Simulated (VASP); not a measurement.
## Yb: single point with PBE

Crystal: Yb.

```
Yb
1.0
     0.00000    2.93010    2.32416
     2.93010    0.00000    2.32416
     2.93010    2.93010    0.00000
Yb
1
Cartesian
  0.0000 0.0000 0.0000
```

- Program: VASP 6.6.1
- Task: single point
- Functional: PBE
- Potentials or basis: VASP PAW PBE potentials, release 64 (Yb)
- Cutoff: 520 eV
- k mesh: 16 × 16 × 16
- Occupations: gaussian, width 0.15 eV
- Spin: no spin polarisation
- Dipole correction: no
- Further INCAR settings: ALGO = Fast; EDIFF = 1e-06; NBANDS = 18

- Pressure: -4.8 GPa
- Band gap on the k mesh: zero (bands 12 and 13 overlap by 0.39 eV)

Stress tensor (GPa, compression positive):
```
-4.80  0.00  0.00
 0.00 -4.80  0.00
 0.00  0.00 -4.90
```

Levels at points of the mesh, in eV from the Fermi level:
| k point | band 8 | band 9 | band 10 | band 11 | band 12 | band 13 | band 14 | band 15 | band 16 | band 17 |
| --- | --- | --- | --- | --- | --- | --- | --- | --- | --- | --- |
| (0.00, 0.00, 0.00) | -0.39 | -0.32 | -0.30 | -0.30 | -0.28 | 2.60 | 2.60 | 3.39 | 3.91 | 4.99 |
| (0.50, 0.00, 0.00) | -0.38 | -0.34 | -0.32 | -0.30 | -0.29 | 0.26 | 1.67 | 3.68 | 5.27 | 6.70 |
| (0.50, 0.50, 0.00) | -0.38 | -0.38 | -0.30 | -0.30 | -0.30 | -0.17 | 3.37 | 5.26 | 5.27 | 6.19 |
| (0.50, 0.00, 0.50) | -0.37 | -0.34 | -0.33 | -0.31 | -0.30 | 0.67 | 0.85 | 4.84 | 5.56 | 6.93 |

Run time: 6.2 min on 1 thread of Intel(R) Xeon(R) 6975P-C (Granite Rapids), on a shared host, peak memory 0.41 GiB.

Caveat: the cell stands under tension; spin-orbit coupling is left out, which moves the levels of the heavy elements. Spin polarisation is off, so any magnetic state and its effect on volume and gap are missing.
